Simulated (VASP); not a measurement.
The system is ScInSbP3.

```xyz
6
Lattice="5.3775 0.0000 0.0000 -2.6887 4.6570 0.0000 0.0000 0.0000 6.4187" Properties=species:S:1:pos:R:3 pbc="T T T"
Sc    2.6887    1.5523    0.0000
In    0.0000    3.1047    3.2094
Sb    0.0000    0.0000    3.2094
P    -1.5449    3.9966    0.0000
P     0.0000    1.3208    0.0000
P     1.5449    3.9966    0.0000
```

* Program: VASP 6.6.1
* Task: relaxation of cell and atoms
* Functional: PBE
* Potentials or basis: VASP PAW PBE potentials, release 64 (Sc_sv, In_d, Sb, P)
* Cutoff: 600 eV
* k mesh: 6 × 6 × 4
* Occupations: gaussian, width 0.1 eV
* Spin: no spin polarisation

At the start: pressure -2.9 GPa; volume 26.79 Å³/atom.

Problem. How do energy, volume and symmetry change on relaxing?

Solution. Over 13 steps the energy falls by 64.9 meV/atom and the volume is 23.25 Å³/atom (-13.2 %); space group P-6m2 (No. 187, to 0.05 Å).

Step by step:
```tsv
step	energy change (eV)	largest force (eV/Å)	pressure (GPa)	volume (Å³)
1	0.0000	0.5010	-2.92	160.74
2	-0.1686	0.5403	-0.26	149.64
3	-0.1846	0.5506	1.00	145.58
4	-0.3036	0.0196	0.74	142.04
5	-0.3307	0.0471	0.80	140.30
6	-0.3400	0.3110	1.17	136.75
7	-0.3454	0.1925	1.00	138.21
8	-0.3682	0.2207	-0.57	141.49
9	-0.3683	0.2224	-0.66	141.72
10	-0.3839	0.1240	-0.47	141.01
11	-0.3889	0.0191	-0.26	140.42
12	-0.3889	0.0102	-0.24	140.37
13	-0.3891	0.0179	0.17	139.52
```

Final structure:
```
Sc In Sb P
1.0
     5.35424    0.00000    0.00000
    -2.67712    4.63691    0.00000
     0.00000    0.00000    5.61950
Sc In Sb P
1 1 1 3
Direct
  0.66667 0.33333 0.00000
  0.33333 0.66667 0.50000
  0.00000 0.00000 0.50000
  0.14936 0.85064 0.00000
  0.14936 0.29872 0.00000
  0.70128 0.85064 0.00000
```

Caveat: this functional lacks dispersion, which binds the layers, so the pressure and a relaxed spacing across them are unreliable.
